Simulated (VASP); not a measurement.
Write the native input for VASP 6.6.1 that does the following.

```
Task                   : single point
Functional             : PBE
Potentials or basis    : VASP PAW PBE potentials, release 64 (Nb_sv)
Cutoff                 : 520 eV
k mesh                 : 16 × 16 × 16
Occupations            : fermi-dirac, width 0.05 eV
Spin                   : collinear spin, zero start
Starting moments       : [0.0] μB
Fixed moment           : 0 μB
Dipole correction      : no
Further INCAR settings : ALGO = Normal; EDIFF = 1e-07; NBANDS = 16
```

The structure of Nb lies in POSCAR:

```
Nb
1.0
   -1.6639500000      1.6639500000      1.6639500000
    1.6639500000     -1.6639500000      1.6639500000
    1.6639500000      1.6639500000     -1.6639500000
Nb
1
Direct
    0.0000000000      0.0000000000      0.0000000000
```

One way to write it, as run:

INCAR

```
ALGO = Normal ; EDIFF = 1E-7
ENCUT = 520 ; GGA = PE
ISIF = 2 ; ISMEAR = -1
ISPIN = 2 ; LASPH = T
LCHARG = F ; LMAXMIX = 4
LORBIT = 11 ; LREAL = F
LWAVE = F ; MAGMOM = 0
NBANDS = 16 ; NELM = 150
NUPDOWN = 0.0 ; PREC = Accurate
SIGMA = 0.05
```

KPOINTS

```
k-points
0
Gamma
  16 16 16
```

Potentials or basis: VASP PAW PBE potentials, release 64 (Nb_sv).

Command:

```bash
$ cat potpaw_PBE.64/Nb_sv/POTCAR > POTCAR
$ mpirun -np 1 vasp_std > vasp.out
```

It gave:

```
Pressure                                              : -3.1 GPa
Net moment                                            : 0.00 μB per cell
Valence electrons inside the program's atomic spheres : Nb 10.69
```

Caveat: the total moment is fixed, so each spin has its own Fermi level.

Run time: 81 s on 1 thread of Intel(R) Xeon(R) Platinum 8259CL CPU @ 2.50GHz (Skylake/Cascade Lake), on a shared host, peak memory 0.19 GiB.
